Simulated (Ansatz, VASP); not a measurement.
One calculation of FeAs2, two programs

```
CELL_PARAMETERS angstrom
5.20155 0.00000 0.00000
0.00000 5.85871 0.00000
0.00000 0.00000 2.82184
ATOMIC_POSITIONS crystal
Fe 0.00000 0.00000 0.00000
Fe 0.50000 0.50000 0.50000
As 0.17974 0.36036 0.00000
As 0.82026 0.63964 0.00000
As 0.67974 0.13964 0.50000
As 0.32026 0.86036 0.50000
```

Alike in both runs: task relaxation of cell and atoms; functional LDA; k mesh 8 × 6 × 12; occupations gaussian, width 0.01 eV; no spin polarisation.

```csv
,VASP,Ansatz
version,VASP 6.6.1,Ansatz 0.2.0
potentials or method,"VASP PAW LDA potentials, release 64 (Fe, As), cutoff 600 eV","scalar-relativistic, plane waves, PAW"
valence electrons in the cell,36,92
```

VASP gave:

```
gap on the k mesh at the Fermi level, each at its own relaxed structure (eV)  : 0.20
relaxed volume (Å³/atom)                                                      : 14.39
relaxed length of the cell vector where the two differ most in proportion (Å) : 5.212
```

Problem. What did Ansatz give for the same quantities?

Solution. gap on the k mesh at the Fermi level, each at its own relaxed structure (eV): 0.22; relaxed volume (Å³/atom): 14.34; relaxed length of the cell vector where the two differ most in proportion (Å): 5.203.

LDA's correlation is that of Perdew and Zunger in VASP and of Perdew and Wang (1992) in Ansatz. VASP's potentials hold 36 valence electrons a cell and Ansatz's 92, so a difference there can come from the potentials and not from the codes.
